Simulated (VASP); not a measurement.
Wanted: the native input for a VASP 6.6.1 run.

| Quantity | Value |
| --- | --- |
| Task | relaxation of cell and atoms |
| Functional | PBE |
| Potentials or basis | VASP PAW PBE potentials, release 64 (C, O) |
| Cutoff | 600 eV |
| k mesh | 4 × 4 × 4 |
| Occupations | gaussian, width 0.02 eV |
| Spin | no spin polarisation |
| Dipole correction | no |
| Further INCAR settings | ALGO = Normal; EDIFF = 1e-07; IBRION = 2; EDIFFG = -0.01; NSW = 100; ISIF = 3 |

The structure of CO lies in POSCAR:

```
CO
1.0
    5.7637801402      0.0000000000      0.0000000000
    0.0000000000      5.7637801402      0.0000000000
    0.0000000000      0.0000000000      5.7637801402
C O
4 4
Direct
    0.9639538687      0.9639538687      0.9639538687
    0.5360461313      0.0360461313      0.4639538687
    0.4639538687      0.5360461313      0.0360461313
    0.0360461313      0.4639538687      0.5360461313
    0.0776133924      0.0776133924      0.0776133924
    0.4223866076      0.9223866076      0.5776133924
    0.5776133924      0.4223866076      0.9223866076
    0.9223866076      0.5776133924      0.4223866076
```

These files were run (other wordings do the same):

INCAR

```
SYSTEM = CO
ALGO     = Normal         ! electronic algorithm
EDIFF    = 1E-7           ! SCF threshold, eV
EDIFFG   = -0.01          ! ionic threshold
ENCUT    = 600            ! plane-wave cutoff, eV
GGA      = PE             ! functional
GGA_COMPAT= .FALSE.      
IBRION   = 2              ! ionic algorithm
ISIF     = 3              ! what is computed and relaxed
ISMEAR   = 0              ! smearing method
LASPH    = .TRUE.         ! aspherical terms in the spheres
LCHARG   = .FALSE.        ! write CHGCAR
LREAL    = .FALSE.        ! projectors in reciprocal space
LWAVE    = .FALSE.        ! write WAVECAR
NELM     = 120            ! most SCF steps
NELMIN   = 4            
NSW      = 100            ! ionic steps
PREC     = Accurate       ! precision mode
SIGMA    = 0.02           ! smearing width, eV
```

KPOINTS

```
k-points
0
G
  4 4 4
  0 0 0
```

Potentials or basis: VASP PAW PBE potentials, release 64 (C, O).

Run with:

```console
$ cat potpaw_PBE.64/C/POTCAR potpaw_PBE.64/O/POTCAR > POTCAR
$ mpirun -np 1 vasp_std > vasp.out
```

It gave:

- Relaxed volume: 25.15 Å³/atom
- Relaxed cell: a = 5.860 Å, b = 5.860 Å, c = 5.860 Å, α = 90.00°, β = 90.00°, γ = 90.00°
- Space group after relaxing (to 0.1 Å): P2_13 (No. 198)
- Energy gained by relaxing: 2.5 meV/atom
- Ionic steps: 9
- Pressure after relaxing: 0.1 GPa
- Largest force after relaxing: 0.006 eV/Å
- Band gap on the k mesh: 6.12 eV

Caveat: this functional lacks dispersion, which holds the molecules together, so the pressure and a relaxed volume are unreliable.

Run time: 8.7 min on 1 thread of Intel Xeon 8259CL, with other jobs on the host, peak memory 0.35 GiB.
